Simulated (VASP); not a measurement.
# TiO2 in VASP: single point with PBE+D3(BJ)

Aim: the single point of TiO2 with PBE+D3(BJ).

Everything below comes from runs of VASP 6.6.1. Logs are shortened: lines on timing, memory, paths and dates and some standing lists are left out, and cuts for length are marked.

### 1 The cell of the first run

The typed cell holds 6 atoms: a = 3.787 Å, b = 3.787 Å, c = 5.485 Å, α = 110.20°, β = 110.20°, γ = 90.00°.

### 2 Single point, PBE+D3(BJ)

The input, INCAR:

```
  ALGO = Normal
  EDIFF = 1E-6
  ENCUT = 520
  GGA = PE
  ISIF = 2
  ISMEAR = 0
  IVDW = 12
  LASPH = True
  LCHARG = True
  LELF = True
  LREAL = False
  LVHAR = True
  LWAVE = False
  NBANDS = 33
  NELM = 60
  PREC = Accurate
  SIGMA = 0.02
```

The input, KPOINTS:

```
k-points
0
Gamma
  8 8 6
```

The input, POSCAR:

```
TiO2
1.0
    2.6778141724     -2.6778824632     -0.0200445304
    2.6778141724      2.6778824632     -0.0200445304
   -2.6419610357      0.0000000000      4.8068304915
Ti O
2 4
Direct
    0.1250109040      0.8749890960      0.2500000000
    0.8749890960      0.1250109040      0.7500000000
    0.3330696897      0.0830618448      0.6661384828
    0.6669303103      0.9169381552      0.3338615172
    0.9169381552      0.6669303103      0.8338615172
    0.0830618448      0.3330696897      0.1661384828
```

Potentials or basis: VASP PAW PBE potentials, release 64 (Ti_sv, O).

Run with:

```console
$ cat potpaw_PBE.64/Ti_sv/POTCAR potpaw_PBE.64/O/POTCAR > POTCAR
$ mpirun -np 1 vasp_std > vasp.out
```

OUTCAR:

```text
EDIFF = 1E-6
   ENCUT = 520
   GGA = PE
   ISIF = 2
   ISMEAR = 0
   IVDW = 12
   LASPH = True
   LREAL = False
   NELM = 60
   PREC = Accurate
 IVDW          = 12

 ion  position               nearest neighbor table
   1  0.125  0.875  0.250-   4 1.94   6 1.94   6 1.94   4 1.94   3 1.99   5 1.99
   2  0.875  0.125  0.750-   5 1.94   3 1.94   5 1.94   3 1.94   6 1.99   4 1.99
   3  0.333  0.083  0.666-   2 1.94   2 1.94   1 1.99
   4  0.667  0.917  0.334-   1 1.94   1 1.94   2 1.99
   5  0.917  0.667  0.834-   2 1.94   2 1.94   1 1.99
   6  0.083  0.333  0.166-   1 1.94   1 1.94   2 1.99

  LATTYP: Found a body centered tetragonal cell.
 ALAT       =     3.7871024559
 C/A-ratio  =     2.5280120014

  Lattice vectors:

 A1 = (  -0.0358531367,  -2.6778824632,  -4.7867859611)
 A2 = (  -0.0358531367,   2.6778824632,  -4.7867859611)
 A3 = (   2.7136673091,   0.0000000000,   4.7667414307)

Analysis of symmetry for initial positions (statically):
=====================================================================
 Subroutine PRICEL returns:
 Original cell was already a primitive cell.

 Routine SETGRP: Setting up the symmetry group for a
 body centered tetragonal supercell.

 Subroutine GETGRP returns: Found  4 space group operations
 (whereof  2 operations were pure point group operations)
 out of a pool of 16 trial point group operations.

The static configuration has the point symmetry S_2 .
 The point group associated with its full space group is C_2h.

Analysis of symmetry for dynamics (positions and initial velocities):
=====================================================================
 Subroutine PRICEL returns:
 Original cell was already a primitive cell.

 Routine SETGRP: Setting up the symmetry group for a
 body centered tetragonal supercell.

 Subroutine GETGRP returns: Found  4 space group operations
 (whereof  2 operations were pure point group operations)
 out of a pool of 16 trial point group operations.

The dynamic configuration has the point symmetry S_2 .
 The point group associated with its full space group is C_2h.

 Subroutine INISYM returns: Found  4 space group operations
 (whereof  2 operations are pure point group operations),
 and found     1 'primitive' translations

----------------------------------------------------------------------------------------

                                     Primitive cell

  volume of cell :      68.6547

  direct lattice vectors                    reciprocal lattice vectors
     2.677814172 -2.677882463 -0.020044530     0.187490825 -0.186714692  0.103049911
     2.677814172  2.677882463 -0.020044530     0.187490825  0.186714692  0.103049911
    -2.641961036  0.000000000  4.806830492     0.001563677  0.000000000  0.208896731

  length of vectors
     3.787102456  3.787102456  5.485032132     0.283962092  0.283962092  0.208902583

  position of ions in fractional coordinates (direct lattice)
     0.125010904  0.874989096  0.250000000
     0.874989096  0.125010904  0.750000000
     0.333069690  0.083061845  0.666138483
     0.666930310  0.916938155  0.333861517
     0.916938155  0.666930310  0.833861517
     0.083061845  0.333069690  0.166138483

  ion indices of the primitive-cell ions
   primitive index   ion index
                 1           1
                 2           2
                 3           3
                 4           4
                 5           5
                 6           6

----------------------------------------------------------------------------------------

 KPOINTS: k-points

Automatic generation of k-mesh.
 Grid dimensions read from file:
 generate k-points for:    8    8    6

 Generating k-lattice:

  Cartesian coordinates                     Fractional coordinates (reciprocal lattice)
     0.023436353 -0.023339337  0.012881239     0.125000000  0.000000000  0.000000000
     0.023436353  0.023339337  0.012881239     0.000000000  0.125000000  0.000000000
     0.000260613  0.000000000  0.034816122     0.000000000  0.000000000  0.166666667

  Length of vectors
     0.035495261  0.035495261  0.034817097

  Shift w.r.t. Gamma in fractional coordinates (k-lattice)
     0.000000000  0.000000000  0.000000000

 -----------------------------------------------------------------------------
|                                                                             |
|           W    W    AA    RRRRR   N    N  II  N    N   GGGG   !!!           |
|           W    W   A  A   R    R  NN   N  II  NN   N  G    G  !!!           |
|           W    W  A    A  R    R  N N  N  II  N N  N  G       !!!           |
|           W WW W  AAAAAA  RRRRR   N  N N  II  N  N N  G  GGG   !            |
|           WW  WW  A    A  R   R   N   NN  II  N   NN  G    G                |
|           W    W  A    A  R    R  N    N  II  N    N   GGGG   !!!           |
|                                                                             |
|     Your reciprocal lattice and k-lattice belong to different lattice       |
|     classes:                                                                |
|                                                                             |
|        The reciprocal lattice is body-centered tetragonal,                  |
|        whereas your k-lattice is base-centered monoclinic.                  |
|                                                                             |
|     Results are often still useful ...                                      |
|                                                                             |
 -----------------------------------------------------------------------------

 WARNING: IBZKPT: internal override: KBLOWUP is changed to .FALSE.
      ... skipping the blow-up phase ...

 Subroutine IBZKPT returns following result:
 ===========================================

 Found    114 irreducible k-points:

 Following reciprocal coordinates:
            Coordinates               Weight
  0.000000  0.000000  0.000000      1.000000
  0.125000  0.000000  0.000000      4.000000
  0.250000  0.000000  0.000000      4.000000
  0.375000  0.000000  0.000000      4.000000
  0.500000  0.000000  0.000000      2.000000
  0.125000  0.125000  0.000000      2.000000
[... 16 lines left out ...]
  0.125000  0.000000  0.166667      4.000000
  0.250000  0.000000  0.166667      4.000000
 [... further k-points ...]
   k-points           NKPTS =    114   k-points in BZ     NKDIM =    114   number of bands    NBANDS=     33
   number of dos      NEDOS =    301   number of ions     NIONS =      6
   total plane-waves  NPLWV =  32928
   dimension x,y,z NGX =    28 NGY =   28 NGZ =   42
   dimension x,y,z NGXF=    56 NGYF=   56 NGZF=   84
   ions per type =               2   4
   NGX,Y,Z   is equivalent  to a cutoff of  12.29, 12.29, 12.73 a.u.
   NGXF,Y,Z  is equivalent  to a cutoff of  24.58, 24.58, 25.46 a.u.
 SYSTEM =  unknown system
   PREC   = accura    normal or accurate (medium, high low for compatibility)
   ISTART =      0    job   : 0-new  1-cont  2-samecut
   ICHARG =      2    charge: 1-file 2-atom 10-const
   ISPIN  =      1    spin polarized calculation?
   LNONCOLLINEAR =      F non collinear calculations
   LSORBIT =      F    spin-orbit coupling
   LASPH  =      T    aspherical Exc in radial PAW
   ENCUT  =  520.0 eV  38.22 Ry    6.18 a.u.   7.04  7.04 10.20*2*pi/ulx,y,z
   NELM   =     60;   NELMIN=  2; NELMDL= -5     # of ELM steps
   EDIFF  = 0.1E-05   stopping-criterion for ELM
   LREAL  =      F    real-space projection
   EDIFFG = 0.1E-04   stopping-criterion for IOM
   NSW    =      0    number of steps for IOM
   IBRION =     -1    ionic relax: 0-MD 1-quasi-New 2-CG
   NFREE  =      0    steps in history (QN), initial steepest desc. (CG)
   ISIF   =      2    stress and relaxation
   ISYM   =      2    0-nonsym 1-usesym 2-fastsym
   POTIM  = 0.5000    time-step for ionic-motion
   TEBEG  =    0.0;   TEEND  =   0.0 temperature during run
   PSTRESS=    0.0 pullay stress
   NELECT =      48.0000    total number of electrons
   NUPDOWN=      -1.0000    fix difference up-down
   EMIN   =  10.00;   EMAX   =-10.00  energy-range for DOS
   EFERMI =   0.00;   METHOD = LEGACY
   ISMEAR =     0;   SIGMA  =   0.02  broadening in eV -4-tet -1-fermi 0-gaus
   EFERMI_NEDOS =   21; number of points for ismear=-14 and -15
   IALGO  =     38    algorithm
   IMIX   =      4    mixing-type and parameters
     AMIX     =   0.40;   BMIX     =  1.00
     AMIX_MAG =   1.60;   BMIX_MAG =  1.00
  volume/ion in A,a.u.               =      11.44        77.22
  Fermi-wavevector in a.u.,A,eV,Ry     =   1.452998  2.745769 28.724680  2.111204
  Thomas-Fermi vector in A             =   2.570316
   LORBIT       =      0    0 simple, 1 ext, 2 COOP (PROOUT), +10 PAW based schemes
   GGA     = PE    functional components
   LHFCALC =     F    Hartree Fock is set to
   AEXX    =    0.0000 exact exchange contribution
   IVDW    =    12    specifies the selected vdW correction
   LEPSILON=     F    determine dielectric tensor
   LRPA    =     F    only Hartree local field effects (RPA)
 non-spin polarized calculation
 Gauss-broadening in eV      SIGMA  =   0.02
  energy-cutoff  :      520.00
  volume of cell :       68.65
 maximum number of plane-waves:      1862
   NGX = 15   NGY = 15   NGZ = 21

 number of electron      47.9999993 magnetization

 Free energy of the ion-electron system (eV)
  ---------------------------------------------------
  ext. energy  EPLUGINS =         0.00000000
  ---------------------------------------------------
  free energy    TOTEN  =       -53.84398712 eV

  energy without entropy =      -53.84398712  energy(sigma->0) =      -53.84398712

 E-fermi :   3.4819     XC(G=0): -10.6977

 val. band max:        3.3047646294   @ k =  -0.3750   0.3750   0.0000
 cond. band min:       5.4315468520   @ k =   0.0000   0.0000   0.0000
 fundamental gap:      2.1267822226
 Fermi energy:         3.4819158788

 k-point     1 :       0.0000    0.0000    0.0000
  band No.  band energies     occupation
      1     -53.0901      2.00000
      2     -53.0328      2.00000
      3     -29.5424      2.00000
      4     -29.3109      2.00000
      5     -29.3109      2.00000
      6     -29.2427      2.00000
[... 853 lines left out ...]
     32       9.1902      0.00000
     33       9.3317      0.00000

 [... further k-points ...]

------------------------ aborting loop because EDIFF is reached ----------------------------------------

 Edisp (eV)   -1.34432

 E8    (eV) :    -0.5341

  FORCE on cell =-STRESS in cart. coord.  units (eV):
  Direction    XX          YY          ZZ          XY          YZ          ZX
  --------------------------------------------------------------------------------------
  -------------------------------------------------------------------------------------
  Total       0.29286     0.29307     0.30974     0.00000     0.00000     0.00016
  in kB       6.83440     6.83931     7.22839     0.00000     0.00000     0.00378
  external pressure =        6.97 kB  Pullay stress =        0.00 kB

 VOLUME and BASIS-vectors are now :
 -----------------------------------------------------------------------------
  energy-cutoff  :      520.00
  volume of cell :       68.65
      direct lattice vectors                 reciprocal lattice vectors
     2.677814172 -2.677882463 -0.020044530     0.187490825 -0.186714692  0.103049911
     2.677814172  2.677882463 -0.020044530     0.187490825  0.186714692  0.103049911
    -2.641961036  0.000000000  4.806830492     0.001563677  0.000000000  0.208896731

 POSITION                                       TOTAL-FORCE (eV/Angst)
 -----------------------------------------------------------------------------------
      2.01732      2.00835      1.18166        -0.000000      0.000222     -0.000000
      0.69634     -2.00835      3.58508         0.000000     -0.000222      0.000000
     -0.64559     -0.66949      3.19367         0.000247      0.000078      0.020590
      3.35926      0.66949      1.57307        -0.000247     -0.000078     -0.020590
      2.03828     -0.66949      3.97648        -0.000247      0.000078     -0.020590
      0.67539      0.66949      0.79026         0.000247     -0.000078      0.020590
 -----------------------------------------------------------------------------------
    total drift:                                0.000000      0.000000      0.000000

  FREE ENERGIE OF THE ION-ELECTRON SYSTEM (eV)
  ---------------------------------------------------
  free  energy   TOTEN  =       -55.1883105303 eV

  energy  without entropy=      -55.1883105303  energy(sigma->0) =      -55.18831053
```

It took 4.9 min on 1 thread of Intel Xeon 8259CL, shared host; peak memory 0.32 GiB.

What came out:

| Quantity | Value |
| --- | --- |
| Free energy | -55.1883 eV |
| Pressure | 0.7 GPa |
| Largest force | 0.021 eV/Å |
| Band gap on the k mesh | 2.13 eV (least direct gap 2.44 eV) |
| Dispersion energy per atom | -0.224 eV |

Forces in eV/Å, atoms in the order of the input:
```
Ti   0.000  0.000  0.000
Ti   0.000  0.000  0.000
O    0.000  0.000  0.021
O    0.000  0.000 -0.021
O    0.000  0.000 -0.021
O    0.000  0.000  0.021
```

Levels at points of the mesh, in eV from the valence-band top:
```tsv
k point	band 21	band 22	band 23	band 24	band 25	band 26	band 27	band 28
(0.00, 0.00, 0.00)	-0.75	-0.75	-0.43	-0.43	2.13	2.84	3.98	3.98
(0.50, 0.00, 0.00)	-1.91	-0.91	-0.83	-0.62	3.24	3.55	3.55	3.64
(0.50, 0.50, 0.00)	-2.03	-2.03	0.00	0.00	3.32	3.32	3.80	3.80
(0.00, 0.00, 0.50)	-1.24	-1.24	-0.09	-0.09	2.47	2.47	3.76	3.76
(0.50, 0.00, 0.50)	-1.91	-0.91	-0.83	-0.62	3.24	3.55	3.55	3.64
(0.50, 0.50, 0.50)	-2.03	-2.03	0.00	0.00	3.32	3.32	3.80	3.80
```

A k mesh can miss the band edges.
